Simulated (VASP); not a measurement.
A run of VASP 6.6.1 is set up as follows.

INCAR

```
PREC = Accurate
ENCUT = 600
EDIFF = 1E-7
ISMEAR = 0
SIGMA = 0.1
LREAL = F
LASPH = T
NELM = 60
ALGO = Normal
ISIF = 3
LWAVE = F
LCHARG = F
GGA = PE
IBRION = 2
NSW = 90
EDIFFG = -0.04
```

KPOINTS

```
regular mesh
0
Gamma
  4 4 4
```

POSCAR

```
Si3Mo
1.0
    0.0000000000      3.4866292100      3.4866292100
    3.4866292100      0.0000000000      3.4866292100
    3.4866292100      3.4866292100      0.0000000000
Si Mo
3 1
Direct
    0.2500000000      0.2500000000      0.2500000000
    0.5000000000      0.5000000000      0.5000000000
    0.7500000000      0.7500000000      0.7500000000
    0.0000000000      0.0000000000      0.0000000000
```

Potentials or basis: VASP PAW PBE potentials, release 64 (Si, Mo_sv).

Launch:

```sh
$ cat potpaw_PBE.64/Si/POTCAR potpaw_PBE.64/Mo_sv/POTCAR > POTCAR
$ mpirun -np 1 vasp_std > vasp.out
```

**Question.** Estimate the space group after relaxing (to 0.05 Å).

**Answer.** Fm-3m (No. 225).

**Question.** What does it give for the relaxed volume?

**Answer.** 14.43 Å³/atom.

**Question.** Estimate the band gap on the k mesh.

**Answer.** Zero (band 13 reaches 11.05 eV, above the bottom of band 14 at 9.18 eV).

**Question.** Predict the relaxed cell.

**Answer.** a = 4.337 Å, b = 4.337 Å, c = 4.337 Å, α = 60.00°, β = 60.00°, γ = 60.00°.

Final structure:
```
Si Mo
1.0
     0.00000    3.06702    3.06702
     3.06702    0.00000    3.06702
     3.06702    3.06702    0.00000
Si Mo
3 1
Direct
  0.25000 0.25000 0.25000
  0.50000 0.50000 0.50000
  0.75000 0.75000 0.75000
  0.00000 0.00000 0.00000
```

Caveat: the k points lie up to 0.44 Å⁻¹ apart in the final cell; the volume moved by over 15 % at a fixed basis, so the end points are rough.
